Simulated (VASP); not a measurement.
# Ru (P6_3/mmc) in VASP: notebook

Ru is run at these levels: LDA; tasks: single point.

Everything below comes from runs of VASP 6.6.1. Logs are shortened: lines on timing, memory, paths and dates and some standing lists are left out, and cuts for length are marked.

### Step 1. The cell of the first run

The structure is hexagonal, space group P6_3/mmc (No. 194). The conventional cell has a = 2.673 Å, b = 2.673 Å, c = 4.228 Å, α = 90.00°, β = 90.00°, γ = 120.00°. Within 3.5 Å of Ru (site symmetry -6m2) lie 12 Ru at 2.62 to 2.67 Å.

### Step 2. Single point, LDA

The input, INCAR:

```
  PREC = Accurate
  ENCUT = 520
  EDIFF = 1E-7
  ISMEAR = 0
  SIGMA = 0.1
  LREAL = False
  LASPH = True
  NELM = 80
  ALGO = Fast
  ISIF = 2
  LWAVE = False
  LCHARG = False
  NBANDS = 21
```

The input, KPOINTS:

```
Automatic mesh
0
Gamma
  9 9 6
```

The input, POSCAR:

```
Ru
1.0
    2.6727708265      0.0000000000      0.0000000000
   -1.3363854133      2.3146874343      0.0000000000
    0.0000000000      0.0000000000      4.2281470206
Ru
2
Direct
    0.3333333333      0.6666666667      0.2500000000
    0.6666666667      0.3333333333      0.7500000000
```

Potentials or basis: VASP PAW LDA potentials, release 64 (Ru_pv).

Command:

```
cat potpaw_LDA.64/Ru_pv/POTCAR > POTCAR
mpirun -np 1 vasp_std > vasp.out
```

OUTCAR:

```text
PREC = Accurate
   ENCUT = 520
   EDIFF = 1E-7
   ISMEAR = 0
   LREAL = False
   LASPH = True
   NELM = 80
   ISIF = 2

 ion  position               nearest neighbor table
   1  0.333  0.667  0.250-   2 2.62   2 2.62   2 2.62   2 2.62   2 2.62   2 2.62
   2  0.667  0.333  0.750-   1 2.62   1 2.62   1 2.62   1 2.62   1 2.62   1 2.62

  LATTYP: Found a hexagonal cell.
 ALAT       =     2.6727708265
 C/A-ratio  =     1.5819339910

  Lattice vectors:

 A1 = (   2.6727708265,   0.0000000000,   0.0000000000)
 A2 = (  -1.3363854133,   2.3146874343,   0.0000000000)
 A3 = (   0.0000000000,   0.0000000000,   4.2281470206)

Analysis of symmetry for initial positions (statically):
=====================================================================
 Subroutine PRICEL returns:
 Original cell was already a primitive cell.

 Routine SETGRP: Setting up the symmetry group for a
 hexagonal supercell.

 Subroutine GETGRP returns: Found 24 space group operations
 (whereof 12 operations were pure point group operations)
 out of a pool of 24 trial point group operations.

The static configuration has the point symmetry D_3d.
 The point group associated with its full space group is D_6h.

Analysis of symmetry for dynamics (positions and initial velocities):
=====================================================================
 Subroutine PRICEL returns:
 Original cell was already a primitive cell.

 Routine SETGRP: Setting up the symmetry group for a
 hexagonal supercell.

 Subroutine GETGRP returns: Found 24 space group operations
 (whereof 12 operations were pure point group operations)
 out of a pool of 24 trial point group operations.

The dynamic configuration has the point symmetry D_3d.
 The point group associated with its full space group is D_6h.

 Subroutine INISYM returns: Found 24 space group operations
 (whereof 12 operations are pure point group operations),
 and found     1 'primitive' translations

----------------------------------------------------------------------------------------

                                     Primitive cell

  volume of cell :      26.1580

  direct lattice vectors                    reciprocal lattice vectors
     2.672770826  0.000000000  0.000000000     0.374143563  0.216011887  0.000000000
    -1.336385413  2.314687434  0.000000000     0.000000000  0.432023774  0.000000000
     0.000000000  0.000000000  4.228147021     0.000000000  0.000000000  0.236510224

  length of vectors
     2.672770826  2.672770827  4.228147021     0.432023774  0.432023774  0.236510224

  position of ions in fractional coordinates (direct lattice)
     0.333333333  0.666666667  0.250000000
     0.666666667  0.333333333  0.750000000

  ion indices of the primitive-cell ions
   primitive index   ion index
                 1           1
                 2           2

----------------------------------------------------------------------------------------

 KPOINTS: Automatic mesh

Automatic generation of k-mesh.
 Grid dimensions read from file:
 generate k-points for:    9    9    6

 Generating k-lattice:

  Cartesian coordinates                     Fractional coordinates (reciprocal lattice)
     0.041571507  0.024001321  0.000000000     0.111111111  0.000000000  0.000000000
     0.000000000  0.048002642  0.000000000     0.000000000  0.111111111  0.000000000
     0.000000000  0.000000000  0.039418371     0.000000000  0.000000000  0.166666667

  Length of vectors
     0.048002642  0.048002642  0.039418371

  Shift w.r.t. Gamma in fractional coordinates (k-lattice)
     0.000000000  0.000000000  0.000000000

 Subroutine IBZKPT returns following result:
 ===========================================

 Found     48 irreducible k-points:

 Following reciprocal coordinates:
            Coordinates               Weight
  0.000000  0.000000  0.000000      1.000000
  0.111111  0.000000  0.000000      6.000000
  0.222222  0.000000  0.000000      6.000000
  0.333333  0.000000  0.000000      6.000000
  0.444444  0.000000  0.000000      6.000000
  0.111111  0.111111  0.000000      6.000000
[... 16 lines left out ...]
  0.333333  0.222222  0.166667     24.000000
  0.333333  0.333333  0.166667      4.000000
 [... further k-points ...]
   k-points           NKPTS =     48   k-points in BZ     NKDIM =     48   number of bands    NBANDS=     21
   number of dos      NEDOS =    301   number of ions     NIONS =      2
   total plane-waves  NPLWV =  12800
   dimension x,y,z NGX =    20 NGY =   20 NGZ =   32
   dimension x,y,z NGXF=    40 NGYF=   40 NGZF=   64
   ions per type =               2
   NGX,Y,Z   is equivalent  to a cutoff of  12.44, 12.44, 12.58 a.u.
   NGXF,Y,Z  is equivalent  to a cutoff of  24.88, 24.88, 25.16 a.u.
 SYSTEM =  unknown system
   PREC   = accura    normal or accurate (medium, high low for compatibility)
   ISTART =      0    job   : 0-new  1-cont  2-samecut
   ICHARG =      2    charge: 1-file 2-atom 10-const
   ISPIN  =      1    spin polarized calculation?
   LNONCOLLINEAR =      F non collinear calculations
   LSORBIT =      F    spin-orbit coupling
   LASPH  =      T    aspherical Exc in radial PAW
   ENCUT  =  520.0 eV  38.22 Ry    6.18 a.u.   4.97  4.97  7.86*2*pi/ulx,y,z
   NELM   =     80;   NELMIN=  2; NELMDL= -5     # of ELM steps
   EDIFF  = 0.1E-06   stopping-criterion for ELM
   LREAL  =      F    real-space projection
   EDIFFG = 0.1E-05   stopping-criterion for IOM
   NSW    =      0    number of steps for IOM
   IBRION =     -1    ionic relax: 0-MD 1-quasi-New 2-CG
   NFREE  =      0    steps in history (QN), initial steepest desc. (CG)
   ISIF   =      2    stress and relaxation
   ISYM   =      2    0-nonsym 1-usesym 2-fastsym
   POTIM  = 0.5000    time-step for ionic-motion
   TEBEG  =    0.0;   TEEND  =   0.0 temperature during run
   PSTRESS=    0.0 pullay stress
   NELECT =      28.0000    total number of electrons
   NUPDOWN=      -1.0000    fix difference up-down
   EMIN   =  10.00;   EMAX   =-10.00  energy-range for DOS
   EFERMI =   0.00;   METHOD = LEGACY
   ISMEAR =     0;   SIGMA  =   0.10  broadening in eV -4-tet -1-fermi 0-gaus
   EFERMI_NEDOS =   21; number of points for ismear=-14 and -15
   IALGO  =     68    algorithm
   IMIX   =      4    mixing-type and parameters
     AMIX     =   0.40;   BMIX     =  1.00
     AMIX_MAG =   1.60;   BMIX_MAG =  1.00
  volume/ion in A,a.u.               =      13.08        88.26
  Fermi-wavevector in a.u.,A,eV,Ry     =   1.674658  3.164645 38.157258  2.804479
  Thomas-Fermi vector in A             =   2.759415
   LORBIT       =      0    0 simple, 1 ext, 2 COOP (PROOUT), +10 PAW based schemes
   GGA     = CA    functional components
   LHFCALC =     F    Hartree Fock is set to
   AEXX    =    0.0000 exact exchange contribution
   IVDW    =     0    specifies the selected vdW correction
   LEPSILON=     F    determine dielectric tensor
   LRPA    =     F    only Hartree local field effects (RPA)
 non-spin polarized calculation
 RMM-DIIS sequential band-by-band and
 Gauss-broadening in eV      SIGMA  =   0.10
  energy-cutoff  :      520.00
  volume of cell :       26.16
 maximum number of plane-waves:       732
 NGX is ok and might be reduce to    20
   NGX =  9   NGY =  9   NGZ = 15

 number of electron      27.9999992 magnetization

 Free energy of the ion-electron system (eV)
  ---------------------------------------------------
  ext. energy  EPLUGINS =         0.00000000
  ---------------------------------------------------
  free energy    TOTEN  =       -21.41106958 eV

  energy without entropy =      -21.40692990  energy(sigma->0) =      -21.40899974

 E-fermi :  13.4574     XC(G=0): -14.6117

 val. band max:       13.4024951868   @ k =   0.4444   0.1111   0.5000
 cond. band min:      13.4713145560   @ k =   0.1111   0.1111   0.3333
 fundamental gap:      0.0688193692
 Fermi energy:        13.4574388817

 k-point     1 :       0.0000    0.0000    0.0000
  band No.  band energies     occupation
      1     -30.2117      2.00000
      2     -29.1539      2.00000
      3     -29.1539      2.00000
      4     -28.9598      2.00000
      5     -28.9598      2.00000
      6     -28.8969      2.00000
[... 13 lines left out ...]
     20      23.3278      0.00000
     21      24.1474      0.00000

 k-point     2 :       0.1111    0.0000    0.0000
  band No.  band energies     occupation
      1     -30.1640      2.00000
      2     -29.2552      2.00000
      3     -29.1878      2.00000
      4     -29.0649      2.00000
      5     -28.9737      2.00000
      6     -28.9193      2.00000
[... 13 lines left out ...]
     20      23.3277      0.00000
     21      24.0713      0.00000

 k-point     3 :       0.2222    0.0000    0.0000
  band No.  band energies     occupation
      1     -30.0321      2.00000
      2     -29.5116      2.00000
      3     -29.3214      2.00000
      4     -29.2693      2.00000
      5     -29.0121      2.00000
      6     -28.9867      2.00000
[... 13 lines left out ...]
     20      23.3275      0.00000
     21      23.8244      0.00000

 k-point     4 :       0.3333    0.0000    0.0000
  band No.  band energies     occupation
      1     -29.8502      2.00000
      2     -29.8021      2.00000
      3     -29.5982      2.00000
      4     -29.3571      2.00000
      5     -29.0947      2.00000
      6     -29.0593      2.00000
[... 13 lines left out ...]
     20      23.4812      0.00000
     21      25.3461      0.00000

 k-point     5 :       0.4444    0.0000    0.0000
  band No.  band energies     occupation
      1     -29.9904      2.00000
      2     -29.7716      2.00000
      3     -29.6871      2.00000
      4     -29.4125      2.00000
      5     -29.2092      2.00000
      6     -29.0914      2.00000
[... 13 lines left out ...]
     20      24.5691      0.00000
     21      25.3599      0.00000

 k-point     6 :       0.1111    0.1111    0.0000
  band No.  band energies     occupation
      1     -30.0740      2.00000
      2     -29.4053      2.00000
      3     -29.3260      2.00000
      4     -29.1739      2.00000
      5     -29.0198      2.00000
      6     -28.9643      2.00000
[... 13 lines left out ...]
     20      23.3276      0.00000
     21      23.9156      0.00000

 k-point     7 :       0.2222    0.1111    0.0000
  band No.  band energies     occupation
      1     -29.9154      2.00000
      2     -29.6555      2.00000
      3     -29.5418      2.00000
      4     -29.3072      2.00000
      5     -29.0880      2.00000
      6     -29.0536      2.00000
[... 13 lines left out ...]
     20      23.3276      0.00000
     21      23.7495      0.00000
[... 291 lines left out ...]
      1     -29.9727      2.00000
      2     -29.7861      2.00000
      3     -29.5888      2.00000
      4     -29.4119      2.00000
      5     -29.1891      2.00000
      6     -29.1239      2.00000
[... 13 lines left out ...]
     20      23.3280      0.00000
     21      24.4037      0.00000

 k-point    21 :       0.4444    0.1111    0.1667
  band No.  band energies     occupation
      1     -30.0402      2.00000
      2     -29.8415      2.00000
      3     -29.5671      2.00000
      4     -29.4203      2.00000
      5     -29.2446      2.00000
      6     -29.1573      2.00000
[... 13 lines left out ...]
     20      25.5933      0.00000
     21      26.1033      0.00000

 k-point    22 :       0.2222    0.2222    0.1667
  band No.  band energies     occupation
      1     -29.8854      2.00000
      2     -29.7940      2.00000
      3     -29.5443      2.00000
      4     -29.4563      2.00000
      5     -29.2400      2.00000
      6     -29.1221      2.00000
[... 13 lines left out ...]
     20      25.1817      0.00000
     21      25.6950      0.00000

 k-point    23 :       0.3333    0.2222    0.1667
  band No.  band energies     occupation
      1     -29.9289      2.00000
      2     -29.8054      2.00000
      3     -29.6270      2.00000
      4     -29.4400      2.00000
      5     -29.3433      2.00000
      6     -29.2088      2.00000
[... 13 lines left out ...]
     20      23.9277      0.00000
     21      25.0032      0.00000

 k-point    24 :       0.3333    0.3333    0.1667
  band No.  band energies     occupation
      1     -29.8304      2.00000
      2     -29.7691      2.00000
      3     -29.7691      2.00000
      4     -29.4665      2.00000
      5     -29.3156      2.00000
      6     -29.3156      2.00000
[... 13 lines left out ...]
     20      23.3282      0.00000
     21      23.3283      0.00000

 [... further k-points ...]

------------------------ aborting loop because EDIFF is reached ----------------------------------------

  FORCE on cell =-STRESS in cart. coord.  units (eV):
  Direction    XX          YY          ZZ          XY          YZ          ZX
  --------------------------------------------------------------------------------------
  -------------------------------------------------------------------------------------
  Total        0.1579257      0.1579257      0.1721376     -0.0000000      0.0000000     -0.0000000
  in kB        9.6729595      9.6729595     10.5434368     -0.0000000      0.0000000     -0.0000000
  external PRESSURE =       9.9631186 kB  Pullay stress =       0.0000000 kB

 VOLUME and BASIS-vectors are now :
 -----------------------------------------------------------------------------
  energy-cutoff  :      520.00
  volume of cell :       26.16
      direct lattice vectors                 reciprocal lattice vectors
     2.672770826  0.000000000  0.000000000     0.374143563  0.216011887  0.000000000
    -1.336385413  2.314687434  0.000000000     0.000000000  0.432023774  0.000000000
     0.000000000  0.000000000  4.228147021     0.000000000  0.000000000  0.236510224

 POSITION                                       TOTAL-FORCE (eV/Angst)
 -----------------------------------------------------------------------------------
     -0.00000      1.54312      1.05704        -0.000000      0.000000      0.000000
      1.33639      0.77156      3.17111         0.000000     -0.000000      0.000000
 -----------------------------------------------------------------------------------
    total drift:                               -0.000000      0.000000     -0.000000

  FREE ENERGIE OF THE ION-ELECTRON SYSTEM (eV)
  ---------------------------------------------------
  free  energy   TOTEN  =       -21.4110695818 eV

  energy  without entropy=      -21.4069299049  energy(sigma->0) =      -21.40899974
```

Wall time 12 s (1 thread of Intel Xeon Platinum 8488C (Sapphire Rapids), shared host); peak memory 0.13 GiB.

What came out:

| Item | Value |
| --- | --- |
| Free energy | -21.4111 eV |
| Pressure | 1.0 GPa |
| Band gap on the k mesh | zero (band 14 reaches 14.95 eV, above the bottom of band 15 at 11.71 eV) |

### Step 3. Single point, LDA

The input, INCAR:

```
SYSTEM = Ru
ALGO = Fast ; EDIFF = 1E-7
ENCUT = 520 ; GGA = CA
ISIF = 2 ; ISMEAR = 0
LASPH = .TRUE. ; LCHARG = .FALSE.
LREAL = .FALSE. ; LWAVE = .FALSE.
NBANDS = 21 ; NELM = 100
PREC = Accurate ; SIGMA = 0.1
```

The input, KPOINTS:

```
k-points
0
G
  18 18 10
  0 0 0
```

The input, POSCAR:

```
Ru
1.0
    2.6738855892      0.0000000000      0.0000000000
   -1.3369427946      2.3156528470      0.0000000000
    0.0000000000      0.0000000000      4.2264228674
Ru
2
Direct
    0.3333333333      0.6666666667      0.2500000000
    0.6666666667      0.3333333333      0.7500000000
```

Potentials or basis: VASP PAW LDA potentials, release 64 (Ru_pv).

Command:

```
cat potpaw_LDA.64/Ru_pv/POTCAR > POTCAR
mpirun -np 1 vasp_std > vasp.out
```

It took 56 s on 1 thread of Intel Xeon Platinum 8488C (Sapphire Rapids), shared host; peak memory 0.2 GiB.

It converged, with:

* Free energy: -21.3936 eV
* Pressure: 1.0 GPa
* Band gap on the k mesh: zero (band 14 reaches 14.96 eV, above the bottom of band 15 at 11.64 eV)

Stress tensor (GPa, compression positive):
```
0.98 0.00 0.00
0.00 0.98 0.00
0.00 0.00 1.07
```

Levels at points of the mesh, in eV from the Fermi level:
| k point | band 12 | band 13 | band 14 | band 15 | band 16 | band 17 |
| --- | --- | --- | --- | --- | --- | --- |
| (0.00, 0.00, 0.00) | -2.03 | -2.03 | -1.48 | -1.48 | 1.27 | 1.27 |
| (0.50, 0.00, 0.00) | -1.85 | -1.59 | 1.54 | 1.99 | 2.07 | 4.30 |
| (0.00, 0.00, 0.50) | -2.93 | -2.83 | -2.83 | 0.60 | 0.60 | 0.60 |
| (0.50, 0.00, 0.50) | -1.12 | 0.48 | 0.48 | 1.81 | 1.81 | 3.55 |
